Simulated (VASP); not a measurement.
A run of VASP 6.6.1 is set up as follows.

Contents of INCAR:

```
ALGO     = Normal         # electronic algorithm
EDIFF    = 1E-6           # SCF threshold, eV
ENCUT    = 520            # plane-wave cutoff, eV
GGA      = PE             # functional
ISIF     = 2              # what is computed and relaxed
ISMEAR   = 0              # smearing method
IVDW     = 13             # dispersion correction
LASPH    = True           # aspherical terms in the spheres
LCHARG   = False          # write CHGCAR
LREAL    = False          # projectors in reciprocal space
LWAVE    = False          # write WAVECAR
NBANDS   = 14             # bands
NELM     = 100            # most SCF steps
PREC     = Accurate       # precision mode
SIGMA    = 0.05           # smearing width, eV
```

KPOINTS

```
k-points
0
Gamma
  8 8 8
```

File POSCAR:

```
HfC
1.0
    0.0000000000      2.2828334817      2.2828334817
    2.2828334817      0.0000000000      2.2828334817
    2.2828334817      2.2828334817      0.0000000000
Hf C
1 1
Direct
    0.5000000000      0.5000000000      0.5000000000
    0.0000000000      0.0000000000      0.0000000000
```

Potentials or basis: VASP PAW PBE potentials, release 64 (Hf_pv, C).

Launch:

```console
$ cat potpaw_PBE.64/Hf_pv/POTCAR potpaw_PBE.64/C/POTCAR > POTCAR
$ mpirun -np 1 vasp_std > vasp.out
```

**Question.** Estimate the dispersion energy per atom.

**Answer.** -0.266 eV.

**Question.** Predict the band gap on the k mesh.

**Answer.** Zero (band 7 reaches 7.41 eV, above the bottom of band 8 at 5.95 eV).

**Question.** What does it give for the pressure?

**Answer.** 10.1 GPa.

Caveat: spin-orbit coupling is left out, which moves the levels of the heavy elements; pairwise dispersion overbinds metals, which lowers pressure and volume.
